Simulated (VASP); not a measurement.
# GaP (gw) (F-43m) in VASP: a series of runs, part 2 of 2

VASP 6.6.1. Earlier steps stand in the parts before.

**3. Single point, PBEsol**

INCAR reads:

```
SYSTEM = GaP
PREC = Accurate
ENCUT = 500
EDIFF = 1E-6
ISMEAR = 0
SIGMA = 0.01
LREAL = .FALSE.
LASPH = .TRUE.
NELM = 120
ALGO = Normal
ISIF = 2
LWAVE = .FALSE.
LCHARG = .TRUE.
GGA = PS
LELF = .TRUE.
LVHAR = .TRUE.
NBANDS = 16
GGA_COMPAT = .FALSE.
```

KPOINTS reads:

```
Automatic mesh
0
G
  4 4 4
  0 0 0
```

POSCAR reads:

```
GaP
1.0
    0.0000000000      2.7192248560      2.7192248560
    2.7192248560      0.0000000000      2.7192248560
    2.7192248560      2.7192248560      0.0000000000
Ga P
1 1
Direct
    0.0000000000      0.0000000000      0.0000000000
    0.2500000000      0.2500000000      0.2500000000
```

Potentials or basis: VASP PAW PBE potentials, release 64 (Ga_d, P).

Command:

```
$ cat potpaw_PBE.64/Ga_d/POTCAR potpaw_PBE.64/P/POTCAR > POTCAR
$ mpirun -np 1 vasp_std > vasp.out
```

OUTCAR:

```text
SYSTEM = GaP
   PREC = Accurate
   ENCUT = 500
   EDIFF = 1E-6
   ISMEAR = 0
   LREAL = .FALSE.
   LASPH = .TRUE.
   NELM = 120
   ISIF = 2
   GGA = PS

 ion  position               nearest neighbor table
   1  0.000  0.000  0.000-   2 2.35   2 2.35   2 2.35   2 2.35
   2  0.250  0.250  0.250-   1 2.35   1 2.35   1 2.35   1 2.35

  LATTYP: Found a face centered cubic cell.
 ALAT       =     5.4384497120

  Lattice vectors:

 A1 = (   0.0000000000,   2.7192248560,   2.7192248560)
 A2 = (   2.7192248560,   0.0000000000,   2.7192248560)
 A3 = (   2.7192248560,   2.7192248560,   0.0000000000)

Analysis of symmetry for initial positions (statically):
=====================================================================
 Subroutine PRICEL returns:
 Original cell was already a primitive cell.

 Routine SETGRP: Setting up the symmetry group for a
 face centered cubic supercell.

 Subroutine GETGRP returns: Found 24 space group operations
 (whereof 24 operations were pure point group operations)
 out of a pool of 48 trial point group operations.

The static configuration has the point symmetry T_d .

Analysis of symmetry for dynamics (positions and initial velocities):
=====================================================================
 Subroutine PRICEL returns:
 Original cell was already a primitive cell.

 Routine SETGRP: Setting up the symmetry group for a
 face centered cubic supercell.

 Subroutine GETGRP returns: Found 24 space group operations
 (whereof 24 operations were pure point group operations)
 out of a pool of 48 trial point group operations.

The dynamic configuration has the point symmetry T_d .

 Subroutine INISYM returns: Found 24 space group operations
 (whereof 24 operations are pure point group operations),
 and found     1 'primitive' translations

----------------------------------------------------------------------------------------

[... 93 lines left out ...]
   IMIX   =      4    mixing-type and parameters
     AMIX     =   0.40;   BMIX     =  1.00
     AMIX_MAG =   1.60;   BMIX_MAG =  1.00
  volume/ion in A,a.u.               =      20.11       135.69
  Fermi-wavevector in a.u.,A,eV,Ry     =   1.252306  2.366516 21.337621  1.568271
  Thomas-Fermi vector in A             =   2.386213
   LORBIT       =      0    0 simple, 1 ext, 2 COOP (PROOUT), +10 PAW based schemes
   GGA     = PS    functional components
   LHFCALC =     F    Hartree Fock is set to
   AEXX    =    0.0000 exact exchange contribution
   IVDW    =     0    specifies the selected vdW correction
   LEPSILON=     F    determine dielectric tensor
   LRPA    =     F    only Hartree local field effects (RPA)
 non-spin polarized calculation
 Gauss-broadening in eV      SIGMA  =   0.01
  energy-cutoff  :      500.00
  volume of cell :       40.21
 maximum number of plane-waves:      1036
   NGX = 13   NGY = 13   NGZ = 13

 number of electron      18.0000015 magnetization

 Free energy of the ion-electron system (eV)
  ---------------------------------------------------
  ext. energy  EPLUGINS =         0.00000000
  ---------------------------------------------------
  free energy    TOTEN  =        -9.77227617 eV

  energy without entropy =       -9.77227617  energy(sigma->0) =       -9.77227617

 E-fermi :   4.7487     XC(G=0): -10.0323

 val. band max:        4.6854283587   @ k =   0.0000   0.0000   0.0000
 cond. band min:       6.1559629255   @ k =   0.5000   0.5000   0.0000
 fundamental gap:      1.4705345668
 Fermi energy:         4.7487246319

 k-point     1 :       0.0000    0.0000    0.0000
  band No.  band energies     occupation
      1      -9.9161      2.00000
      2      -9.9161      2.00000
      3      -9.9161      2.00000
      4      -9.8149      2.00000
      5      -9.8149      2.00000
      6      -7.8993      2.00000
[... 129 lines left out ...]
      3      -9.8550      2.00000
      4      -9.8307      2.00000
      5      -9.8059      2.00000
      6      -4.7540      2.00000
[... 8 lines left out ...]
     15      16.5835      0.00000
     16      18.4362      0.00000

------------------------ aborting loop because EDIFF is reached ----------------------------------------

  FORCE on cell =-STRESS in cart. coord.  units (eV):
  Direction    XX          YY          ZZ          XY          YZ          ZX
  --------------------------------------------------------------------------------------
  -------------------------------------------------------------------------------------
  Total        0.0867637      0.0867637      0.0867637      0.0000000      0.0000000      0.0000000
  in kB        3.4568706      3.4568706      3.4568706      0.0000000      0.0000000      0.0000000
  external PRESSURE =       3.4568706 kB  Pullay stress =       0.0000000 kB

 VOLUME and BASIS-vectors are now :
 -----------------------------------------------------------------------------
  energy-cutoff  :      500.00
  volume of cell :       40.21
      direct lattice vectors                 reciprocal lattice vectors
     0.000000000  2.719224856  2.719224856    -0.183875930  0.183875930  0.183875930
     2.719224856  0.000000000  2.719224856     0.183875930 -0.183875930  0.183875930
     2.719224856  2.719224856  0.000000000     0.183875930  0.183875930 -0.183875930

 POSITION                                       TOTAL-FORCE (eV/Angst)
 -----------------------------------------------------------------------------------
      0.00000      0.00000      0.00000         0.000000      0.000000      0.000000
      1.35961      1.35961      1.35961        -0.000000     -0.000000     -0.000000
 -----------------------------------------------------------------------------------
    total drift:                                0.000001      0.000001      0.000001

  FREE ENERGIE OF THE ION-ELECTRON SYSTEM (eV)
  ---------------------------------------------------
  free  energy   TOTEN  =        -9.7722761722 eV

  energy  without entropy=       -9.7722761722  energy(sigma->0) =       -9.77227617
```

stdout:

```text
POSCAR found type information on POSCAR GaP
 POSCAR found :  2 types and       2 ions
 scaLAPACK will be used
 -----------------------------------------------------------------------------
|                                                                             |
|                                                                             |
|     You enforced a specific xc type in the INCAR file but a different       |
|     I HOPE YOU KNOW WHAT YOU ARE DOING!                                     |
|                                                                             |
 -----------------------------------------------------------------------------

 LDA part: xc-table for (Slater+PW92), standard interpolation
 POSCAR, INCAR and KPOINTS ok, starting setup
 FFT: planning ... GRIDC
 FFT: planning ... GRID_SOFT
 FFT: planning ... GRID
 WAVECAR not read
 entering main loop
```

Wall time 6.5 s (1 thread of Intel Xeon Platinum 8259CL at 2.50GHz (Skylake/Cascade Lake), shared host); peak memory 0.15 GiB.

Results:

| Item | Value |
| --- | --- |
| Free energy | -9.7723 eV |
| Pressure | 0.3 GPa |
| Band gap on the k mesh | 1.47 eV, indirect (least direct gap 1.79 eV) |

Levels at points of the mesh, in eV from the valence-band top:
```
           k point  band 6  band 7  band 8  band 9  band 10  band 11  band 12  band 13
(0.00, 0.00, 0.00)  -12.58    0.00    0.00    0.00     1.79     3.79     3.79     3.79
(0.50, 0.00, 0.00)  -10.47   -6.76   -1.15   -1.15     1.58     4.62     4.62     8.08
(0.50, 0.50, 0.00)   -9.54   -6.87   -2.75   -2.75     1.47     1.68    10.58    10.58
```

Caveat: the k points lie up to 0.50 Å⁻¹ apart; the PAW data sets were made with another functional, which shifts forces and pressure a little.
